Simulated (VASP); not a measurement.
A run of VASP 6.6.1 is set up as follows.

Contents of INCAR:

```
PREC = Accurate
ENCUT = 500
EDIFF = 1E-6
ISMEAR = -1
SIGMA = 0.05
LREAL = F
LASPH = T
NELM = 120
ALGO = Normal
ISIF = 2
LWAVE = F
LCHARG = F
GGA = PE
NBANDS = 10
GGA_COMPAT = F
```

The input KPOINTS:

```
Automatic mesh
0
Gamma
  16 16 16
```

File POSCAR:

```
I
1.0
    0.0000000000      2.0433878040      2.0433878040
    2.0433878040      0.0000000000      2.0433878040
    2.0433878040      2.0433878040      0.0000000000
I
1
Direct
    0.0000000000      0.0000000000      0.0000000000
```

Potentials or basis: VASP PAW PBE potentials, release 64 (I).

Command:

```console
$ cat potpaw_PBE.64/I/POTCAR > POTCAR
$ mpirun -np 1 vasp_std > vasp.out
```

Question: Estimate the pressure.

Answer: 106.5 GPa.

Question: Estimate the band gap on the k mesh.

Answer: Zero (an odd number of electrons rules out a gap without spin polarisation).

Caveat: the cell stands under pressure; spin-orbit coupling is left out, which moves the levels of the heavy elements; an odd number of electrons without spin polarisation forces a metal; a magnetic or distorted state may lie lower.
